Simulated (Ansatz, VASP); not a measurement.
**One calculation of SrAg2B2, two programs**

```xyz
10
Lattice="3.1134 0.0000 0.0000 0.0000 16.4784 0.0000 0.0000 0.0000 3.1134" Properties=species:S:1:pos:R:3 pbc="T T T"
Sr    0.0000    0.0000    2.3342
Sr    1.5567    8.2392    0.7793
Ag    0.0000    3.0917    2.3351
Ag    0.0000   13.3867    2.3351
Ag    1.5567    5.1475    0.7783
Ag    1.5567   11.3309    0.7783
B     0.0000   10.3302    2.3358
B     0.0000    6.1482    2.3358
B     1.5567   14.3874    0.7777
B     1.5567    2.0910    0.7777
```

Change from the starting cell: species swapped into the Mn2CoN2 type (Pmmn, No. 59).

Alike in both runs: functional PBE; k mesh 6 × 2 × 6; occupations gaussian, width 0.1 eV; no spin polarisation.

Ansatz relaxed the structure, and its values are those at the end. VASP's run is a single point on that final structure, the one shown.

|  | VASP | Ansatz |
| --- | --- | --- |
| version | VASP 6.6.1 | Ansatz 0.2.0 |
| potentials or method | VASP PAW PBE potentials, release 64 (Sr_sv, Ag, B), cutoff 520 eV | scalar-relativistic, plane waves, PAW |
| valence electrons in the cell | 76 | 108 |

Ansatz gave:

| Quantity | Value |
| --- | --- |
| gap on the k mesh at the Fermi level (eV) | none |
| pressure (GPa) | -0.2 |
| rms of the force components (eV/Å) | 0.003 |

Estimate VASP's values.

gap on the k mesh at the Fermi level (eV): none; pressure (GPa): -0.1; rms of the force components (eV/Å): 0.006.

A gap of «none» marks a metal or a gap that the smearing closes. With one functional, cell and mesh, what is left measures potentials, basis and numerics. VASP's potentials hold 76 valence electrons a cell and Ansatz's 108, so a difference there can come from the potentials and not from the codes.
